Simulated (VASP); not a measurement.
Set up this calculation in VASP 6.6.1, as the native input.

- Task: single point
- Functional: PBEsol
- Potentials or basis: VASP PAW PBE potentials, release 64 (Si, W_sv)
- Cutoff: 520 eV
- k mesh: 13 × 13 × 13
- Occupations: fermi-dirac, width 0.1 eV
- Spin: no spin polarisation
- Dipole correction: no
- Further INCAR settings: ALGO = Normal; EDIFF = 1e-06; NBANDS = 18

The structure of Si2W lies in POSCAR:

```
Si2W
1.0
   -1.6687637545      1.6687637545      4.0656709568
    1.6687637545     -1.6687637545      4.0656709568
    1.6687637545      1.6687637545     -4.0656709568
Si W
2 1
Direct
    0.3347000000      0.3347000000      0.0000000000
    0.6653000000      0.6653000000      0.0000000000
    0.0000000000      0.0000000000      0.0000000000
```

The input as run:

INCAR

```
SYSTEM = Si2W
ALGO = Normal
EDIFF = 1E-6
ENCUT = 520
GGA = PS
ISIF = 2
ISMEAR = -1
LASPH = .TRUE.
LCHARG = .FALSE.
LREAL = .FALSE.
LWAVE = .FALSE.
NBANDS = 18
NELM = 100
PREC = Accurate
SIGMA = 0.1
```

KPOINTS

```
k-points
0
G
  13 13 13
  0 0 0
```

Potentials or basis: VASP PAW PBE potentials, release 64 (Si, W_sv).

Launch:

```console
$ cat potpaw_PBE.64/Si/POTCAR potpaw_PBE.64/W_sv/POTCAR > POTCAR
$ mpirun -np 1 vasp_std > vasp.out
```

Results of the run:

- Pressure: -21.7 GPa
- Largest force: 0.239 eV/Å
- Band gap on the k mesh: zero (band 11 reaches 10.90 eV, above the bottom of band 12 at 9.87 eV)

Caveat: the PAW data sets were made with another functional, which shifts forces and pressure a little; spin-orbit coupling is left out, which moves the levels of the heavy elements.

It took 2.8 min on 1 thread of AMD EPYC 7R43 64-Core Processor (Zen 3), on a shared host, peak memory 0.27 GiB.
